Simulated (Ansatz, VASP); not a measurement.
**Two plane-wave programs on Cl**

```
CELL_PARAMETERS angstrom
3.48610 0.00000 0.00000
-1.74305 3.01905 0.00000
0.00000 0.00000 3.90830
ATOMIC_POSITIONS crystal
Cl 0.33333 0.66667 0.25000
Cl 0.66667 0.33333 0.75000
```

Alike in both runs: functional PBEsol; k mesh 15 × 15 × 8; occupations fermi-dirac, width 0.08 eV; no spin polarisation.

Ansatz relaxed the structure, and its values are those at the end. VASP's run is a single point on that final structure, the one shown.

|  | VASP | Ansatz |
| --- | --- | --- |
| version | VASP 6.6.1 | Ansatz 0.2.0 |
| potentials or method | VASP PAW PBE potentials, release 64 (Cl) | PAW with Ansatz's default frozen-core files, scalar-relativistic |
| plane-wave cutoff (eV) | 520 | 420 |
| valence electrons in the cell | 14 | 14 |

```tsv
	VASP	Ansatz	Ansatz less VASP
pressure (GPa)	0.0	0.0	+0.05
```

VASP's potentials were made for PBE, not for PBEsol. With one functional, cell and mesh, what is left measures potentials, basis and numerics.
